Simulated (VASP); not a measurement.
Runs of VASP 6.6.1 on ZnCd2S3. The structure is that of space group P4mm (No. 99), or close to it. The cells are those of the table. 

```csv
task,cell,k mesh,cutoff (eV),gap on the mesh (eV),pressure (GPa),relaxed volume (Å³/atom),largest force (eV/Å)
single point,"a = 4.854, b = 4.854, c = 6.417 Å, 6 atoms",4 × 4 × 2,520,none,0.3,-,0.06
relaxation of cell and atoms,"relaxed from a = 4.854, b = 4.854, c = 6.417 Å, 6 atoms",4 × 4 × 4,600,none,0.0,25.27,0.03
relaxation of cell and atoms,"relaxed from a = 4.200, b = 4.200, c = 8.347 Å, 6 atoms",4 × 4 × 2,600,none,-0.1,24.15,0.02
single point,"a = 4.850, b = 4.850, c = 6.425 Å, 6 atoms",4 × 4 × 4,520,none,0.2,-,(b)
single point,"a = 4.200, b = 4.200, c = 8.347 Å, 6 atoms",4 × 4 × 2,520,none,(a),-,3.98
single point,"a = 4.855, b = 4.855, c = 6.458 Å, 6 atoms",8 × 8 × 6,520,none,0.2,-,0.06
```

Alike in all rows: level PBE; potentials or basis VASP PAW PBE potentials, release 64 (Zn, Cd, S); no spin polarisation; smearing gaussian 0.1 eV.

Q: Estimate the missing entries.

A: (a) 22.8; (b) 0.05.

Caveats: some runs use coarse meshes; forces of over 1 eV/Å act on the atoms, so gaps and moduli don't describe the material at rest (some runs).

A k mesh can miss the band edges, and the runs leave out spin-orbit coupling on Cd.

A gap of «none» marks levels without a gap at the run's occupations.
